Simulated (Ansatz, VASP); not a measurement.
**One calculation of SiGe3Pt, two programs**

```xyz
15
Lattice="6.4191 0.0000 0.0000 -3.2096 5.5591 0.0000 0.0000 0.0000 7.9335" Properties=species:S:1:pos:R:3 pbc="T T T"
Si    0.1353    0.2343    0.0000
Si    6.1486    0.0000    2.6445
Si   -3.0743    5.3248    5.2890
Ge    3.9941    0.0000    6.6113
Ge   -0.7744    4.4455    4.9529
Ge    2.4351    1.1136    0.3362
Ge   -1.9971    3.4590    1.3223
Ge    4.2371    1.5521    2.9807
Ge   -0.2531    2.6657    7.5974
Ge    1.2125    2.1001    3.9668
Ge    2.9564    2.8934    5.6252
Ge    1.0276    4.0071    2.3083
Pt    2.1072    3.6498    0.0000
Pt    2.2047    0.0000    2.6445
Pt   -1.1024    1.9094    5.2890
```

Alike in both runs: task relaxation of cell and atoms; functional PBE; k mesh 6 × 6 × 4; occupations gaussian, width 0.1 eV; no spin polarisation.

|  | VASP | Ansatz |
| --- | --- | --- |
| version | VASP 6.6.1 | Ansatz 0.2.0 |
| potentials or method | VASP PAW PBE potentials, release 64 (Si, Ge_d, Pt), cutoff 600 eV | scalar-relativistic, plane waves, PAW |
| valence electrons in the cell | 168 | 192 |

|  | VASP | Ansatz | Ansatz less VASP |
| --- | --- | --- | --- |
| gap on the k mesh at the Fermi level, each at its own relaxed structure (eV) | none | none | - |
| relaxed volume (Å³/atom) | 18.77 | 18.77 | +0.004 |
| relaxed length of the cell vector where the two differ most in proportion (Å) | 7.913 | 7.914 | +0.0018 |

A gap of «none» marks a metal or a gap that the smearing closes. VASP's potentials hold 168 valence electrons a cell and Ansatz's 192, so a difference there can come from the potentials and not from the codes.

Neither program's run includes spin-orbit coupling.
